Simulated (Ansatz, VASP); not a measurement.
# Rb: VASP beside Ansatz

File POSCAR:

```
Rb
1.0
    5.2395751392      0.0000000000      0.0000000000
   -2.6197875696      4.5376051756      0.0000000000
    0.0000000000      0.0000000000      8.6674180210
Rb
2
Direct
    0.3333333333      0.6666666667      0.2500000000
    0.6666666667      0.3333333333      0.7500000000
```

INCAR.step1

```
PREC     = Accurate       # precision mode
ENCUT    = 520            # plane-wave cutoff, eV
ISMEAR   = -1             # smearing method
SIGMA    = 0.1            # smearing width, eV
LREAL    = False          # projectors in reciprocal space
LASPH    = True           # aspherical terms in the spheres
NELM     = 80             # most SCF steps
NBANDS   = 16             # bands
GGA      = PE             # functional
ALGO     = Normal         # electronic algorithm
EDIFF    = 1E-4           # SCF threshold, eV
LWAVE    = True           # write WAVECAR
LCHARG   = False          # write CHGCAR
```

INCAR.step2

```
PREC     = Accurate       # precision mode
ENCUT    = 520            # plane-wave cutoff, eV
EDIFF    = 1E-6           # SCF threshold, eV
ISMEAR   = -1             # smearing method
SIGMA    = 0.1            # smearing width, eV
LREAL    = False          # projectors in reciprocal space
LASPH    = True           # aspherical terms in the spheres
NELM     = 80             # most SCF steps
ALGO     = Normal         # electronic algorithm
ISIF     = 2              # what is computed and relaxed
LWAVE    = False          # write WAVECAR
LCHARG   = False          # write CHGCAR
METAGGA  = R2SCAN         # meta-GGA
LMIXTAU  = True         
NBANDS   = 16             # bands
ISTART   = 1
```

Contents of KPOINTS:

```
Automatic mesh
0
Gamma
  8 8 5
```

Input for Ansatz:

```yaml
crystal:
  lattice:
    - [5.2395751392, 0.0, 0.0]
    - [-2.6197875696, 4.5376051756, 0.0]
    - [0.0, 0.0, 8.667418021]
  atoms:
    - { symbol: Rb, position: [0.3333333333, 0.6666666667, 0.25] }
    - { symbol: Rb, position: [0.6666666667, 0.3333333333, 0.75] }
hamiltonian:
  xc: r2scan
  pseudopotentials:
    kind: paw
    azcp:
      Rb: "pseudopotentials/Rb.paw.azcp"
basis:
  ecutwfc: 500
  fft_grid_basis: typed
kpoints:
  mp_grid: { grid: [8, 8, 5], shift: [0, 0, 0] }
magnetization:
  spin_polarized: false
scf:
  occupations: { method: fermi_dirac, width: 0.1 }
  lower_state_search: "off"
output:
  stress: true
```

Alike in both runs: task single point; functional r2SCAN; k mesh 8 × 8 × 5; occupations fermi-dirac, width 0.1 eV; no spin polarisation.

```csv
,VASP,Ansatz
version,VASP 6.6.1,Ansatz 0.2.0
potentials or method,"VASP PAW PBE potentials, release 64 (Rb_sv), cutoff 520 eV","plane waves (500 eV) with PAW, scalar-relativistic"
valence electrons in the cell,18,18
```

```tsv
	VASP	Ansatz	Ansatz less VASP
pressure (GPa)	-0.2	-0.2	0.00
```

VASP's potentials were made for PBE, not for r2SCAN. The functional is the same, so the differences come from potentials, cutoffs and numerics.
